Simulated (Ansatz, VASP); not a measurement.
# NiO: VASP beside Ansatz

The input INCAR:

```
SYSTEM = NiO
ALGO = Normal
EDIFF = 1E-6
ENCUT = 600
GGA = PE
GGA_COMPAT = .FALSE.
ISIF = 2
ISMEAR = -1
ISPIN = 2
LASPH = .TRUE.
LCHARG = .FALSE.
LMAXMIX = 4
LORBIT = 11
LREAL = .FALSE.
LWAVE = .FALSE.
MAGMOM = 1 0
NBANDS = 19
NELM = 200
PREC = Accurate
SIGMA = 0.1
```

File KPOINTS:

```
k-points
0
G
  13 13 13
  0 0 0
```

Contents of POSCAR:

```
NiO
1.0
    0.0000000000      2.0859020000      2.0859020000
    2.0859020000      0.0000000000      2.0859020000
    2.0859020000      2.0859020000      0.0000000000
Ni O
1 1
Direct
    0.0000000000      0.0000000000      0.0000000000
    0.5000000000      0.5000000000      0.5000000000
```

Input for Ansatz:

```yaml
crystal:
  lattice:
    - [0.0, 2.085902, 2.085902]
    - [2.085902, 0.0, 2.085902]
    - [2.085902, 2.085902, 0.0]
  atoms:
    - { symbol: Ni, position: [0.0, 0.0, 0.0] }
    - { symbol: O, position: [0.5, 0.5, 0.5] }
basis:
  ecutwfc: 420.0
kpoints:
  mp_grid:
    grid: [13, 13, 13]
    shift: [0.0, 0.0, 0.0]
hamiltonian:
  xc: pbe
magnetization:
  spin_polarized: true
  per_species:
    Ni: 1.0
scf:
  occupations:
    method: fermi_dirac
output:
  write_density: true
  volumetric_format: cube
  populations: true
  bader: true
  dos:
    de: 0.1
```

Alike in both runs: task single point; functional PBE; k mesh 13 × 13 × 13; collinear spin.

|  | VASP | Ansatz |
| --- | --- | --- |
| version | VASP 6.6.1 | Ansatz 0.2.0 |
| potentials or method | VASP PAW PBE potentials, release 64 (Ni, O), cutoff 600 eV | plane waves, PAW |
| occupations | fermi-dirac, width 0.1 eV | fermi-dirac |
| valence electrons in the cell | 16 | 24 |

Ansatz gave:

| Property | Result |
| --- | --- |
| gap on the k mesh at the Fermi level (eV) | none |
| net moment per atom (μB) | 0.83 |
| size of the moment on the site where the two differ most (μB) | 0.26 |

Question: Which values does VASP return?

Answer: gap on the k mesh at the Fermi level (eV): none; net moment per atom (μB): 0.81; size of the moment on the site where the two differ most (μB): 0.24.

Site moments also hang on the region over which each program counts them. A gap of «none» marks a metal or a gap that the smearing closes. VASP's potentials hold 16 valence electrons a cell and Ansatz's 24, so a difference there can come from the potentials and not from the codes.
